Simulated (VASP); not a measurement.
# Ni (Fm-3m) in VASP: further runs

Runs on Ni. Level: PBE. Tasks: single point.

Everything below comes from runs of VASP 6.6.1. Logs are shortened: lines on timing, memory, paths and dates and some standing lists are left out, and cuts for length are marked.

### 1 The cell of the first run

It takes space group Fm-3m (No. 225, cubic). Conventional cell: a = 3.446 Å, b = 3.446 Å, c = 3.446 Å, α = 90.00°, β = 90.00°, γ = 90.00°. Within 3.2 Å of Ni (site symmetry m-3m) lie 12 Ni at 2.44 Å.

### 2 Single point, PBE, collinear spin, ferromagnetic start

The input, INCAR:

```
SYSTEM = Ni
PREC     = Accurate       ! precision mode
ENCUT    = 520            ! plane-wave cutoff, eV
EDIFF    = 1E-6           ! SCF threshold, eV
ISMEAR   = 0              ! smearing method
SIGMA    = 0.15           ! smearing width, eV
LREAL    = .FALSE.        ! projectors in reciprocal space
LASPH    = .TRUE.         ! aspherical terms in the spheres
NELM     = 150            ! most SCF steps
ALGO     = Normal         ! electronic algorithm
ISIF     = 2              ! what is computed and relaxed
LWAVE    = .FALSE.        ! write WAVECAR
LCHARG   = .TRUE.         ! write CHGCAR
ISPIN    = 2              ! spin polarisation
MAGMOM   = 0.25           ! initial moments
LORBIT   = 11             ! projections on sites
NUPDOWN  = 0.25           ! fixed moment
LMAXMIX  = 4              ! l up to which the mixer works
GGA      = PE             ! functional
LELF     = .TRUE.         ! ELF
LVHAR    = .TRUE.       
NBANDS   = 15             ! bands
```

The input, KPOINTS:

```
regular mesh
0
G
  24 24 24
  0 0 0
```

The input, POSCAR:

```
Ni
1.0
    0.0000000000      1.7232110558      1.7232110558
    1.7232110558      0.0000000000      1.7232110558
    1.7232110558      1.7232110558      0.0000000000
Ni
1
Direct
    0.0000000000      0.0000000000      0.0000000000
```

Potentials or basis: VASP PAW PBE potentials, release 64 (Ni).

Command:

```console
$ cat potpaw_PBE.64/Ni/POTCAR > POTCAR
$ mpirun -np 1 vasp_std > vasp.out
```

OUTCAR:

```text
SYSTEM = Ni
   PREC = Accurate
   ENCUT = 520
   EDIFF = 1E-6
   ISMEAR = 0
   LREAL = .FALSE.
   LASPH = .TRUE.
   NELM = 150
   ISIF = 2
   ISPIN = 2
   LORBIT = 11
   NUPDOWN = 0.25
   GGA = PE

 ion  position               nearest neighbor table
   1  0.000  0.000  0.000-

  LATTYP: Found a face centered cubic cell.
 ALAT       =     3.4464221116

  Lattice vectors:

 A1 = (   0.0000000000,   1.7232110558,   1.7232110558)
 A2 = (   1.7232110558,   0.0000000000,   1.7232110558)
 A3 = (   1.7232110558,   1.7232110558,   0.0000000000)

Analysis of symmetry for initial positions (statically):
=====================================================================
 Subroutine PRICEL returns:
 Original cell was already a primitive cell.

 Routine SETGRP: Setting up the symmetry group for a
 face centered cubic supercell.

 Subroutine GETGRP returns: Found 48 space group operations
 (whereof 48 operations were pure point group operations)
 out of a pool of 48 trial point group operations.

The static configuration has the point symmetry O_h .

Analysis of symmetry for dynamics (positions and initial velocities):
=====================================================================
 Subroutine PRICEL returns:
 Original cell was already a primitive cell.

 Routine SETGRP: Setting up the symmetry group for a
 face centered cubic supercell.

 Subroutine GETGRP returns: Found 48 space group operations
 (whereof 48 operations were pure point group operations)
 out of a pool of 48 trial point group operations.

The dynamic configuration has the point symmetry O_h .

Analysis of structural, dynamic, and magnetic symmetry:
=====================================================================
 Subroutine PRICEL returns:
 Original cell was already a primitive cell.

 Routine SETGRP: Setting up the symmetry group for a
 face centered cubic supercell.

 Subroutine GETGRP returns: Found 48 space group operations
 (whereof 48 operations were pure point group operations)
 out of a pool of 48 trial point group operations.

The overall configuration has the point symmetry O_h .

 Subroutine INISYM returns: Found 48 space group operations
 (whereof 48 operations are pure point group operations),
 and found     1 'primitive' translations

----------------------------------------------------------------------------------------

                                     Primitive cell

  volume of cell :      10.2340

  direct lattice vectors                    reciprocal lattice vectors
     0.000000000  1.723211056  1.723211056    -0.290155984  0.290155984  0.290155984
     1.723211056  0.000000000  1.723211056     0.290155984 -0.290155984  0.290155984
     1.723211056  1.723211056  0.000000000     0.290155984  0.290155984 -0.290155984

  length of vectors
     2.436988446  2.436988446  2.436988446     0.502564907  0.502564907  0.502564907

  position of ions in fractional coordinates (direct lattice)
     0.000000000  0.000000000  0.000000000

  ion indices of the primitive-cell ions
   primitive index   ion index
                 1           1

----------------------------------------------------------------------------------------

 KPOINTS: regular mesh

Automatic generation of k-mesh.
 Grid dimensions read from file:
 generate k-points for:   24   24   24

 Generating k-lattice:

  Cartesian coordinates                     Fractional coordinates (reciprocal lattice)
    -0.012089833  0.012089833  0.012089833     0.041666667  0.000000000  0.000000000
     0.012089833 -0.012089833  0.012089833     0.000000000  0.041666667  0.000000000
     0.012089833  0.012089833 -0.012089833     0.000000000  0.000000000  0.041666667

  Length of vectors
     0.020940204  0.020940204  0.020940204

  Shift w.r.t. Gamma in fractional coordinates (k-lattice)
     0.000000000  0.000000000  0.000000000

 Subroutine IBZKPT returns following result:
 ===========================================

 Found    413 irreducible k-points:

 Following reciprocal coordinates:
            Coordinates               Weight
  0.000000  0.000000  0.000000      1.000000
  0.041667  0.000000  0.000000      8.000000
  0.083333  0.000000  0.000000      8.000000
  0.125000  0.000000  0.000000      8.000000
  0.166667  0.000000  0.000000      8.000000
  0.208333  0.000000  0.000000      8.000000
[... 16 lines left out ...]
  0.416667  0.041667  0.000000     24.000000
  0.458333  0.041667  0.000000     24.000000
 [... further k-points ...]
   k-points           NKPTS =    413   k-points in BZ     NKDIM =    413   number of bands    NBANDS=     15
   number of dos      NEDOS =    301   number of ions     NIONS =      1
   total plane-waves  NPLWV =   5832
   dimension x,y,z NGX =    18 NGY =   18 NGZ =   18
   dimension x,y,z NGXF=    36 NGYF=   36 NGZF=   36
   ions per type =               1
   NGX,Y,Z   is equivalent  to a cutoff of  12.28, 12.28, 12.28 a.u.
   NGXF,Y,Z  is equivalent  to a cutoff of  24.56, 24.56, 24.56 a.u.
 SYSTEM =  Ni
   PREC   = accura    normal or accurate (medium, high low for compatibility)
   ISTART =      0    job   : 0-new  1-cont  2-samecut
   ICHARG =      2    charge: 1-file 2-atom 10-const
   ISPIN  =      2    spin polarized calculation?
   LNONCOLLINEAR =      F non collinear calculations
   LSORBIT =      F    spin-orbit coupling
   LASPH  =      T    aspherical Exc in radial PAW
   ENCUT  =  520.0 eV  38.22 Ry    6.18 a.u.   4.53  4.53  4.53*2*pi/ulx,y,z
   NELM   =    150;   NELMIN=  2; NELMDL= -5     # of ELM steps
   EDIFF  = 0.1E-05   stopping-criterion for ELM
   LREAL  =      F    real-space projection
   EDIFFG = 0.1E-04   stopping-criterion for IOM
   NSW    =      0    number of steps for IOM
   IBRION =     -1    ionic relax: 0-MD 1-quasi-New 2-CG
   NFREE  =      0    steps in history (QN), initial steepest desc. (CG)
   ISIF   =      2    stress and relaxation
   ISYM   =      2    0-nonsym 1-usesym 2-fastsym
   POTIM  = 0.5000    time-step for ionic-motion
   TEBEG  =    0.0;   TEEND  =   0.0 temperature during run
   PSTRESS=    0.0 pullay stress
   NELECT =      10.0000    total number of electrons
   NUPDOWN=       0.2500    fix difference up-down
   EMIN   =  10.00;   EMAX   =-10.00  energy-range for DOS
   EFERMI =   0.00;   METHOD = LEGACY
   ISMEAR =     0;   SIGMA  =   0.15  broadening in eV -4-tet -1-fermi 0-gaus
   EFERMI_NEDOS =   21; number of points for ismear=-14 and -15
   IALGO  =     38    algorithm
   IMIX   =      4    mixing-type and parameters
     AMIX     =   0.40;   BMIX     =  1.00
     AMIX_MAG =   1.60;   BMIX_MAG =  1.00
  volume/ion in A,a.u.               =      10.23        69.06
  Fermi-wavevector in a.u.,A,eV,Ry     =   1.624525  3.069907 35.906877  2.639081
  Thomas-Fermi vector in A             =   2.717797
   LORBIT       =     11    0 simple, 1 ext, 2 COOP (PROOUT), +10 PAW based schemes
   GGA     = PE    functional components
   LHFCALC =     F    Hartree Fock is set to
   AEXX    =    0.0000 exact exchange contribution
   IVDW    =     0    specifies the selected vdW correction
   LEPSILON=     F    determine dielectric tensor
   LRPA    =     F    only Hartree local field effects (RPA)
 spin polarized calculation
 Gauss-broadening in eV      SIGMA  =   0.15
  energy-cutoff  :      520.00
  volume of cell :       10.23
 maximum number of plane-waves:       290
   NGX =  9   NGY =  9   NGZ =  9

 number of electron      10.0000000 magnetization       0.2500000

 number of electron       9.9999990 magnetization       0.2499999

 Free energy of the ion-electron system (eV)
  ---------------------------------------------------
  ext. energy  EPLUGINS =         0.00000000
  ---------------------------------------------------
  free energy    TOTEN  =        -5.42060484 eV

  energy without entropy =       -5.38706818  energy(sigma->0) =       -5.40383651

 E-fermi :  10.1817     XC(G=0): -13.6191

 val. band max:       10.1815279594   @ k =   0.4583   0.2083   0.0417
 cond. band min:      10.0272174584   @ k =  -0.2500   0.1250   0.0000
 fundamental gap:     -0.1543105010
 Fermi energy:        10.0216252960

 spin component 1

 k-point     1 :       0.0000    0.0000    0.0000
  band No.  band energies     occupation
      1       0.8225      1.00000
      2       7.9136      1.00000
      3       7.9136      1.00000
      4       7.9136      1.00000
      5       9.1550      1.00000
      6       9.1550      1.00000
      7      34.4740      0.00000
      8      38.8565      0.00000
      9      38.8565      0.00000
     10      38.8565      0.00000
     11      42.0632      0.00000
     12      42.0632      0.00000
     13      42.0632      0.00000
     14      44.7842      0.00000
     15      51.9206      0.00000

 k-point     2 :       0.0417    0.0000    0.0000
  band No.  band energies     occupation
      1       0.8939      1.00000
      2       7.8931      1.00000
      3       7.9306      1.00000
      4       7.9306      1.00000
      5       9.1473      1.00000
      6       9.1473      1.00000
      7      34.3129      0.00000
      8      37.7725      0.00000
      9      38.6969      0.00000
     10      38.6969      0.00000
     11      42.2992      0.00000
     12      42.2992      0.00000
     13      42.7407      0.00000
     14      45.3746      0.00000
     15      51.1024      0.00000
[... 365 lines left out ...]
      3       7.9843      1.00000
      4       8.5448      1.00000
      5       9.8375      0.95872
      6       9.9346      0.79402
      7      18.5790      0.00000
      8      32.9779      0.00000
      9      34.9439      0.00000
     10      36.4051      0.00000
     11      39.4883      0.00000
     12      40.6513      0.00000
     13      45.5662      0.00000
     14      53.7697      0.00000
     15      56.0909      0.00000

 k-point    24 :       0.4583    0.0417    0.0000
  band No.  band energies     occupation
      1       5.2162      1.00000
      2       7.8742      1.00000
      3       7.9425      1.00000
      4       9.0396      1.00000
      5       9.9085      0.85692
      6      10.2446      0.01778
      7      17.2853      0.00000
      8      32.7676      0.00000
      9      35.1042      0.00000
     10      35.8643      0.00000
     11      39.5149      0.00000
     12      40.0749      0.00000
     13      45.8558      0.00000
     14      55.3284      0.00000
     15      56.8049      0.00000

 [... further k-points ...]

 spin component 2

 k-point     1 :       0.0000    0.0000    0.0000
  band No.  band energies     occupation
      1       0.7997      1.00000
      2       8.2242      1.00000
      3       8.2242      1.00000
      4       8.2242      1.00000
      5       9.3857      1.00000
      6       9.3857      1.00000
      7      34.3995      0.00000
      8      38.8353      0.00000
      9      38.8353      0.00000
     10      38.8353      0.00000
     11      42.1000      0.00000
     12      42.1000      0.00000
     13      42.1000      0.00000
     14      44.7247      0.00000
     15      52.0072      0.00000

 k-point     2 :       0.0417    0.0000    0.0000
  band No.  band energies     occupation
      1       0.8711      1.00000
      2       8.2027      1.00000
      3       8.2416      1.00000
      4       8.2416      1.00000
      5       9.3777      1.00000
      6       9.3777      1.00000
      7      34.2461      0.00000
      8      37.7589      0.00000
      9      38.6820      0.00000
     10      38.6820      0.00000
     11      42.3288      0.00000
     12      42.3288      0.00000
     13      42.7530      0.00000
     14      45.3261      0.00000
     15      51.1761      0.00000
[... 365 lines left out ...]
      3       8.2369      1.00000
      4       8.6504      1.00000
      5      10.1404      0.65141
      6      10.2039      0.41721
      7      18.6995      0.00000
      8      32.9192      0.00000
      9      34.9722      0.00000
     10      36.4377      0.00000
     11      39.4887      0.00000
     12      40.6581      0.00000
     13      45.5992      0.00000
     14      53.8485      0.00000
     15      56.5470      0.00000

 k-point    24 :       0.4583    0.0417    0.0000
  band No.  band energies     occupation
      1       5.3761      1.00000
      2       8.1161      1.00000
      3       8.1916      1.00000
      4       9.1368      1.00000
      5      10.2160      0.37316
      6      10.4645      0.00384
      7      17.4340      0.00000
      8      32.7078      0.00000
      9      35.1311      0.00000
     10      35.8933      0.00000
     11      39.5182      0.00000
     12      40.0838      0.00000
     13      45.8998      0.00000
     14      55.5154      0.00000
     15      57.2097      0.00000

 [... further k-points ...]
[... 5 lines left out ...]
  --------------------------------------------------------------------------------------
  -------------------------------------------------------------------------------------
  Total        0.8451856      0.8451856      0.8451856      0.0000000      0.0000000      0.0000000
  in kB      132.3174902    132.3174902    132.3174902      0.0000000      0.0000000      0.0000000
  external PRESSURE =     132.3174902 kB  Pullay stress =       0.0000000 kB

 VOLUME and BASIS-vectors are now :
 -----------------------------------------------------------------------------
  energy-cutoff  :      520.00
  volume of cell :       10.23
      direct lattice vectors                 reciprocal lattice vectors
     0.000000000  1.723211056  1.723211056    -0.290155984  0.290155984  0.290155984
     1.723211056  0.000000000  1.723211056     0.290155984 -0.290155984  0.290155984
     1.723211056  1.723211056  0.000000000     0.290155984  0.290155984 -0.290155984

 POSITION                                       TOTAL-FORCE (eV/Angst)
 -----------------------------------------------------------------------------------
      0.00000      0.00000      0.00000         0.000000      0.000000      0.000000
 -----------------------------------------------------------------------------------
    total drift:                                0.000000     -0.000000      0.000000

  FREE ENERGIE OF THE ION-ELECTRON SYSTEM (eV)
  ---------------------------------------------------
  free  energy   TOTEN  =        -5.4206048433 eV

  energy  without entropy=       -5.3870681794  energy(sigma->0) =       -5.40383651

 total charge

# of ion       s       p       d       tot
------------------------------------------
    1        0.522   0.550   8.355   9.427

 magnetization (x)

# of ion       s       p       d       tot
------------------------------------------
    1       -0.004  -0.014   0.272   0.254
```

It took 61 s on 1 thread of AMD EPYC 9R45 (Zen 5), shared host; peak memory 0.17 GiB.

Results:

* Free energy: -5.4206 eV
* Pressure: 13.2 GPa
* Net moment: 0.25 μB per cell
* Site moments: Ni +0.25 μB
* Valence electrons inside the program's atomic spheres: Ni 9.43

Caveat: the total moment is fixed, so each spin has its own Fermi level.

[end of part 1 of 2]
